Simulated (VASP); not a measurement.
# Hf (P6_3/mmc) in VASP: notebook, part 2 of 3

VASP 6.6.1. Earlier steps stand in the parts before.

## Step 3: Electric field gradients, PBEsol (22.16 Å³/atom)

This run uses another cell than the first one, of 22.16 Å³/atom.

Contents of INCAR:

```
SYSTEM = Hf
ALGO     = Normal         ! electronic algorithm
EDIFF    = 1E-8           ! SCF threshold, eV
ENCUT    = 520            ! plane-wave cutoff, eV
GGA      = PS             ! functional
ISIF     = 2              ! what is computed and relaxed
ISMEAR   = -1             ! smearing method
LASPH    = .True.         ! aspherical terms in the spheres
LCHARG   = .False.        ! write CHGCAR
LEFG     = .True.       
LREAL    = .False.        ! projectors in reciprocal space
LWAVE    = .False.        ! write WAVECAR
NBANDS   = 17             ! bands
NELM     = 60             ! most SCF steps
PREC     = Accurate       ! precision mode
SIGMA    = 0.05           ! smearing width, eV
```

Contents of KPOINTS:

```
k-points
0
Gamma
  13 13 7
  0 0 0
```

Contents of POSCAR:

```
Hf
1.0
    3.1860071449      0.0000000000      0.0000000000
   -1.5930035725      2.7591631242      0.0000000000
    0.0000000000      0.0000000000      5.0408841546
Hf
2
Direct
    0.3333333333      0.6666666667      0.2500000000
    0.6666666667      0.3333333333      0.7500000000
```

Potentials or basis: VASP PAW PBE potentials, release 64 (Hf_pv).

Launch:

```bash
$ cat potpaw_PBE.64/Hf_pv/POTCAR > POTCAR
$ mpirun -np 1 vasp_std > vasp.out
```

OUTCAR:

```text
SYSTEM = Hf
   EDIFF = 1E-8
   ENCUT = 520
   GGA = PS
   ISIF = 2
   ISMEAR = -1
   LASPH = .True.
   LREAL = .False.
   NELM = 60
   PREC = Accurate

 ion  position               nearest neighbor table
   1  0.333  0.667  0.250-   2 3.12   2 3.12   2 3.12   2 3.12   2 3.12   2 3.12
   2  0.667  0.333  0.750-   1 3.12   1 3.12   1 3.12   1 3.12   1 3.12   1 3.12

  LATTYP: Found a hexagonal cell.
 ALAT       =     3.1860071449
 C/A-ratio  =     1.5821948682

  Lattice vectors:

 A1 = (   3.1860071449,   0.0000000000,   0.0000000000)
 A2 = (  -1.5930035725,   2.7591631242,   0.0000000000)
 A3 = (   0.0000000000,   0.0000000000,   5.0408841546)

Analysis of symmetry for initial positions (statically):
=====================================================================
 Subroutine PRICEL returns:
 Original cell was already a primitive cell.

 Routine SETGRP: Setting up the symmetry group for a
 hexagonal supercell.

 Subroutine GETGRP returns: Found 24 space group operations
 (whereof 12 operations were pure point group operations)
 out of a pool of 24 trial point group operations.

The static configuration has the point symmetry D_3d.
 The point group associated with its full space group is D_6h.

Analysis of symmetry for dynamics (positions and initial velocities):
=====================================================================
 Subroutine PRICEL returns:
 Original cell was already a primitive cell.

 Routine SETGRP: Setting up the symmetry group for a
 hexagonal supercell.

 Subroutine GETGRP returns: Found 24 space group operations
 (whereof 12 operations were pure point group operations)
[... 161 lines left out ...]
      2     -25.4259      2.00000
      3     -25.4259      2.00000
      4     -25.2959      2.00000
      5     -25.2931      2.00000
      6     -25.2931      2.00000
[... 457 lines left out ...]
      4     -25.4605      2.00000
      5     -25.3356      2.00000
      6     -25.3189      2.00000
[... 9 lines left out ...]
     16       7.6503      0.00000
     17      10.6359      0.00000

 [... further k-points ...]

------------------------ aborting loop because EDIFF is reached ----------------------------------------

  FORCE on cell =-STRESS in cart. coord.  units (eV):
  Direction    XX          YY          ZZ          XY          YZ          ZX
  --------------------------------------------------------------------------------------
  -------------------------------------------------------------------------------------
  Total       -0.8281358     -0.8281358     -0.8954789      0.0000000      0.0000000      0.0000000
  in kB      -29.9420328    -29.9420328    -32.3768874      0.0000000      0.0000000      0.0000000
  external PRESSURE =     -30.7536510 kB  Pullay stress =       0.0000000 kB

 VOLUME and BASIS-vectors are now :
 -----------------------------------------------------------------------------
  energy-cutoff  :      520.00
  volume of cell :       44.31
      direct lattice vectors                 reciprocal lattice vectors
     3.186007145  0.000000000  0.000000000     0.313872491  0.181214367  0.000000000
    -1.593003573  2.759163124  0.000000000     0.000000000  0.362428735  0.000000000
     0.000000000  0.000000000  5.040884155     0.000000000  0.000000000  0.198377897

 POSITION                                       TOTAL-FORCE (eV/Angst)
 -----------------------------------------------------------------------------------
     -0.00000      1.83944      1.26022        -0.000000      0.000000      0.000000
      1.59300      0.91972      3.78066         0.000000     -0.000000      0.000000
 -----------------------------------------------------------------------------------
    total drift:                               -0.000000      0.000000     -0.000000

  FREE ENERGIE OF THE ION-ELECTRON SYSTEM (eV)
  ---------------------------------------------------
  free  energy   TOTEN  =       -21.0000142359 eV

  energy  without entropy=      -20.9867001494  energy(sigma->0) =      -20.99335719

 Electric field gradients (V/A^2)
---------------------------------------------------------------------
 ion       V_xx      V_yy      V_zz      V_xy      V_xz      V_yz
---------------------------------------------------------------------
   1     -42.276   -42.276    84.552     0.000     0.000    -0.000
   2     -42.276   -42.276    84.552     0.000    -0.000     0.000
---------------------------------------------------------------------

 Electric field gradients after diagonalization (V/A^2)
 (convention: |V_zz| > |V_xx| > |V_yy|)
----------------------------------------------------------------------
 ion       V_xx      V_yy      V_zz     asymmetry (V_yy - V_xx)/ V_zz
----------------------------------------------------------------------
   1     -42.276   -42.275    84.552       0.000
   2     -42.276   -42.275    84.552       0.000
----------------------------------------------------------------------

           NMR quadrupolar parameters

 Cq : quadrupolar parameter    Cq=e*Q*V_zz/h
 eta: asymmetry parameters     (V_yy - V_xx)/ V_zz
 Q  : nuclear electric quadrupole moment in mb (millibarn)
----------------------------------------------------------------------
 ion       Cq(MHz)       eta       Q (mb)
----------------------------------------------------------------------
   1       0.204       0.000       1.000
   2       0.204       0.000       1.000
----------------------------------------------------------------------
```

OSZICAR:

```text
N       E                     dE             d eps       ncg     rms          rms(c)
DAV:   1     0.486614663247E+02    0.48661E+02   -0.11386E+04  2872   0.112E+03
DAV:   2    -0.199537572852E+02   -0.68615E+02   -0.66873E+02  3707   0.247E+02
DAV:   3    -0.217720778385E+02   -0.18183E+01   -0.18056E+01  3672   0.270E+01
DAV:   4    -0.217868871653E+02   -0.14809E-01   -0.14800E-01  3623   0.289E+00
DAV:   5    -0.217870334738E+02   -0.14631E-03   -0.14629E-03  3694   0.256E-01    0.658E+01
DAV:   6    -0.212114894630E+02    0.57554E+00   -0.52426E-01  3421   0.452E+00    0.389E+01
DAV:   7    -0.210109474627E+02    0.20054E+00   -0.86087E-01  3480   0.557E+00    0.186E+00
DAV:   8    -0.209999180989E+02    0.11029E-01   -0.54657E-02  3337   0.151E+00    0.366E-01
DAV:   9    -0.210000243663E+02   -0.10627E-03   -0.12132E-03  3879   0.244E-01    0.189E-01
DAV:  10    -0.210000139098E+02    0.10457E-04   -0.57336E-05  3331   0.510E-02    0.224E-01
DAV:  11    -0.210000141798E+02   -0.27008E-06   -0.59021E-06  3805   0.163E-02    0.110E-02
DAV:  12    -0.210000143205E+02   -0.14072E-06   -0.44763E-07  3435   0.433E-03    0.524E-03
DAV:  13    -0.210000142434E+02    0.77197E-07   -0.15666E-08  2579   0.938E-04    0.724E-04
DAV:  14    -0.210000142359E+02    0.74715E-08   -0.15496E-09  1902   0.327E-04
   1 F= -.21000014E+02 E0= -.20993357E+02  d E =-.133141E-01
```

stdout:

```text
POSCAR found type information on POSCAR Hf
 POSCAR found :  1 types and       2 ions
 scaLAPACK will be used
 -----------------------------------------------------------------------------
|                                                                             |
|                                                                             |
|     You enforced a specific xc type in the INCAR file but a different       |
|     I HOPE YOU KNOW WHAT YOU ARE DOING!                                     |
|                                                                             |
 -----------------------------------------------------------------------------

 LDA part: xc-table for (Slater+PW92), standard interpolation
 POSCAR, INCAR and KPOINTS ok, starting setup
 FFT: planning ... GRIDC
 FFT: planning ... GRID_SOFT
 FFT: planning ... GRID
 WAVECAR not read
 entering main loop
ion   1

ion   2
```

Run time: 74 s. Hardware: 1 thread of Intel Xeon 8259CL, shared host; peak memory 0.19 GiB.

What came out:

```yaml
Free_energy: -21.0000 eV
Pressure: -3.1 GPa
Band_gap_on_the_k_mesh: zero (bands 10 and 11 overlap by 1.55 eV)
Largest_electric_field_gradient_by_atom: Hf +84.6 V/Å²
```

Stress tensor (GPa, compression positive):
```
-2.99  0.00  0.00
 0.00 -2.99  0.00
 0.00  0.00 -3.24
```

Levels at points of the mesh, in eV from the Fermi level:
| k point | band 6 | band 7 | band 8 | band 9 | band 10 | band 11 | band 12 | band 13 | band 14 | band 15 |
| --- | --- | --- | --- | --- | --- | --- | --- | --- | --- | --- |
| (0.00, 0.00, 0.00) | -30.12 | -7.42 | -3.75 | 0.70 | 1.17 | 1.17 | 1.45 | 2.00 | 2.00 | 2.64 |

Electric field gradients, principal values (V/Å²):
```tsv
atom	least	middle	greatest (by size)
1 Hf	-42.275	-42.276	84.552
2 Hf	-42.275	-42.276	84.552
```

Caveat: the cell stands under tension; without QUAD_EFG the Cq values of the log hold for a quadrupole moment of 1 mb, not for the nuclei; the PAW data sets were made with another functional, which shifts forces and pressure a little; spin-orbit coupling is left out, which moves the levels of the heavy elements.

## Step 4: Electric field gradients, PBEsol (22.83 Å³/atom)

This run uses another cell than the first one, of 22.83 Å³/atom.

Contents of INCAR:

```
  PREC = Accurate
  ENCUT = 520
  EDIFF = 1E-8
  ISMEAR = -1
  SIGMA = 0.05
  LREAL = F
  LASPH = T
  NELM = 80
  ALGO = Normal
  ISIF = 2
  LWAVE = F
  LCHARG = F
  GGA = PS
  LEFG = T
  NBANDS = 17
```

Contents of KPOINTS:

```
regular mesh
0
Gamma
  13 13 7
```

Contents of POSCAR:

```
Hf
1.0
    3.2178693301      0.0000000000      0.0000000000
   -1.6089346650      2.7867565859      0.0000000000
    0.0000000000      0.0000000000      5.0912963404
Hf
2
Direct
    0.3333333333      0.6666666667      0.2500000000
    0.6666666667      0.3333333333      0.7500000000
```

Potentials or basis: VASP PAW PBE potentials, release 64 (Hf_pv).

Launch:

```bash
$ cat potpaw_PBE.64/Hf_pv/POTCAR > POTCAR
$ mpirun -np 1 vasp_std > vasp.out
```

OUTCAR:

```text
PREC = Accurate
   ENCUT = 520
   EDIFF = 1E-8
   ISMEAR = -1
   LREAL = F
   LASPH = T
   NELM = 80
   ISIF = 2
   GGA = PS

 ion  position               nearest neighbor table
   1  0.333  0.667  0.250-   2 3.15   2 3.15   2 3.15   2 3.15   2 3.15   2 3.15
   2  0.667  0.333  0.750-   1 3.15   1 3.15   1 3.15   1 3.15   1 3.15   1 3.15

  LATTYP: Found a hexagonal cell.
 ALAT       =     3.2178693301
 C/A-ratio  =     1.5821948681

  Lattice vectors:

 A1 = (   3.2178693301,   0.0000000000,   0.0000000000)
 A2 = (  -1.6089346650,   2.7867565859,   0.0000000000)
 A3 = (   0.0000000000,   0.0000000000,   5.0912963404)

Analysis of symmetry for initial positions (statically):
=====================================================================
 Subroutine PRICEL returns:
 Original cell was already a primitive cell.

 Routine SETGRP: Setting up the symmetry group for a
 hexagonal supercell.

 Subroutine GETGRP returns: Found 24 space group operations
 (whereof 12 operations were pure point group operations)
 out of a pool of 24 trial point group operations.

The static configuration has the point symmetry D_3d.
 The point group associated with its full space group is D_6h.

Analysis of symmetry for dynamics (positions and initial velocities):
=====================================================================
 Subroutine PRICEL returns:
 Original cell was already a primitive cell.

 Routine SETGRP: Setting up the symmetry group for a
 hexagonal supercell.

 Subroutine GETGRP returns: Found 24 space group operations
 (whereof 12 operations were pure point group operations)
 out of a pool of 24 trial point group operations.
[... 160 lines left out ...]
      2     -25.7274      2.00000
      3     -25.7274      2.00000
      4     -25.6119      2.00000
      5     -25.6065      2.00000
      6     -25.6065      2.00000
[... 457 lines left out ...]
      4     -25.7584      2.00000
      5     -25.6472      2.00000
      6     -25.6299      2.00000
[... 9 lines left out ...]
     16       7.3737      0.00000
     17      10.2431      0.00000

 [... further k-points ...]

------------------------ aborting loop because EDIFF is reached ----------------------------------------

  FORCE on cell =-STRESS in cart. coord.  units (eV):
  Direction    XX          YY          ZZ          XY          YZ          ZX
  --------------------------------------------------------------------------------------
  -------------------------------------------------------------------------------------
  Total       -1.6833460     -1.6833460     -1.7989672     -0.0000000      0.0000000      0.0000000
  in kB      -59.0728810    -59.0728810    -63.1303241     -0.0000000      0.0000000      0.0000000
  external PRESSURE =     -60.4253621 kB  Pullay stress =       0.0000000 kB

 VOLUME and BASIS-vectors are now :
 -----------------------------------------------------------------------------
  energy-cutoff  :      520.00
  volume of cell :       45.66
      direct lattice vectors                 reciprocal lattice vectors
     3.217869330  0.000000000  0.000000000     0.310764639  0.179420048  0.000000000
    -1.608934665  2.786756586  0.000000000     0.000000000  0.358840096  0.000000000
     0.000000000  0.000000000  5.091296340     0.000000000  0.000000000  0.196413631

 POSITION                                       TOTAL-FORCE (eV/Angst)
 -----------------------------------------------------------------------------------
     -0.00000      1.85784      1.27282         0.000000     -0.000000      0.000000
      1.60893      0.92892      3.81847        -0.000000      0.000000      0.000000
 -----------------------------------------------------------------------------------
    total drift:                               -0.000000      0.000000     -0.000000

  FREE ENERGIE OF THE ION-ELECTRON SYSTEM (eV)
  ---------------------------------------------------
  free  energy   TOTEN  =       -20.9617250714 eV

  energy  without entropy=      -20.9485102552  energy(sigma->0) =      -20.95511766

 Electric field gradients (V/A^2)
---------------------------------------------------------------------
 ion       V_xx      V_yy      V_zz      V_xy      V_xz      V_yz
---------------------------------------------------------------------
   1     -38.776   -38.775    77.550     0.001     0.000    -0.000
   2     -38.776   -38.775    77.550     0.001    -0.000     0.000
---------------------------------------------------------------------

 Electric field gradients after diagonalization (V/A^2)
 (convention: |V_zz| > |V_xx| > |V_yy|)
----------------------------------------------------------------------
 ion       V_xx      V_yy      V_zz     asymmetry (V_yy - V_xx)/ V_zz
----------------------------------------------------------------------
   1     -38.776   -38.775    77.550       0.000
   2     -38.776   -38.775    77.550       0.000
----------------------------------------------------------------------

           NMR quadrupolar parameters

 Cq : quadrupolar parameter    Cq=e*Q*V_zz/h
 eta: asymmetry parameters     (V_yy - V_xx)/ V_zz
 Q  : nuclear electric quadrupole moment in mb (millibarn)
----------------------------------------------------------------------
 ion       Cq(MHz)       eta       Q (mb)
----------------------------------------------------------------------
   1       0.188       0.000       1.000
   2       0.188       0.000       1.000
----------------------------------------------------------------------
```

OSZICAR:

```text
N       E                     dE             d eps       ncg     rms          rms(c)
DAV:   1     0.477698067050E+02    0.47770E+02   -0.11326E+04  2856   0.111E+03
DAV:   2    -0.199277738190E+02   -0.67698E+02   -0.65935E+02  3762   0.247E+02
DAV:   3    -0.217718305556E+02   -0.18441E+01   -0.18309E+01  3679   0.269E+01
DAV:   4    -0.217875299179E+02   -0.15699E-01   -0.15689E-01  3618   0.300E+00
DAV:   5    -0.217876966433E+02   -0.16673E-03   -0.16669E-03  3654   0.271E-01    0.644E+01
DAV:   6    -0.211815933464E+02    0.60610E+00   -0.56631E-01  3440   0.464E+00    0.381E+01
DAV:   7    -0.209736056642E+02    0.20799E+00   -0.92299E-01  3491   0.568E+00    0.184E+00
DAV:   8    -0.209616369404E+02    0.11969E-01   -0.60109E-02  3361   0.157E+00    0.417E-01
DAV:   9    -0.209617360985E+02   -0.99158E-04   -0.12912E-03  3888   0.254E-01    0.195E-01
DAV:  10    -0.209617242661E+02    0.11832E-04   -0.56851E-05  3396   0.502E-02    0.204E-01
DAV:  11    -0.209617249818E+02   -0.71567E-06   -0.52411E-06  3818   0.153E-02    0.118E-02
DAV:  12    -0.209617251375E+02   -0.15574E-06   -0.40989E-07  3428   0.410E-03    0.405E-03
DAV:  13    -0.209617250768E+02    0.60731E-07   -0.17230E-08  2763   0.977E-04    0.755E-04
DAV:  14    -0.209617250714E+02    0.53733E-08   -0.13235E-09  1904   0.303E-04
   1 F= -.20961725E+02 E0= -.20955118E+02  d E =-.132148E-01
```

Wall time 54 s (1 thread of Intel Xeon 8259CL, shared host); peak memory 0.2 GiB.

What came out:

- Free energy: -20.9617 eV
- Pressure: -6.0 GPa
- Band gap on the k mesh: zero (bands 10 and 11 overlap by 1.55 eV)
- Largest electric field gradient by atom: Hf +77.5 V/Å²

Electric field gradients, principal values (V/Å²):
```csv
atom,least,middle,greatest (by size)
1 Hf,-38.775,-38.776,77.550
2 Hf,-38.775,-38.776,77.550
```

Caveat: the cell stands under tension; without QUAD_EFG the Cq values of the log hold for a quadrupole moment of 1 mb, not for the nuclei; the PAW data sets were made with another functional, which shifts forces and pressure a little; spin-orbit coupling is left out, which moves the levels of the heavy elements.

(Part 2 of 3 ends here.)
